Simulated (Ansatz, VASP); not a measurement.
Two plane-wave programs on Mg

```
Mg
1.0
     5.12651    0.00000    0.00000
     0.00000    3.24199    0.00000
    -0.03492    0.00000   15.10430
Mg
10
Direct
  0.51375 0.48019 0.91788
  0.48625 0.98019 0.08212
  0.48827 0.98182 0.41738
  0.51173 0.48182 0.58262
  0.01187 0.98208 0.59882
  0.98813 0.48208 0.40118
  0.98644 0.48122 0.09866
  0.48433 0.48176 0.24969
  0.51567 0.98176 0.75031
  0.01356 0.98122 0.90134
```

Alike in both runs: task single point; functional PBEsol; k mesh 4 × 6 × 2; occupations gaussian, width 0.1 eV; no spin polarisation.

```csv
,VASP,Ansatz
version,VASP 6.6.1,Ansatz 0.2.0
potentials or method,"VASP PAW PBE potentials, release 64 (Mg), cutoff 520 eV","scalar-relativistic, plane waves, PAW"
valence electrons in the cell,20,100
```

Ansatz gave:

| Property | Result |
| --- | --- |
| gap on the k mesh at the Fermi level (eV) | none |
| pressure (GPa) | 0.1 |
| traceless stress, the component that is largest in VASP (GPa) | 0.25 |
| rms of the force components (eV/Å) | 0.030 |

Task: Which values does VASP return?

Result: gap on the k mesh at the Fermi level (eV): none; pressure (GPa): 0.0; traceless stress, the component that is largest in VASP (GPa): 0.25; rms of the force components (eV/Å): 0.031.

VASP's potentials were made for PBE, not for PBEsol. Atom by atom the forces differ by 0.001 eV/Å (rms over components). A gap of «none» marks a metal or a gap that the smearing closes. VASP's potentials hold 20 valence electrons a cell and Ansatz's 100, so a difference there can come from the potentials and not from the codes.
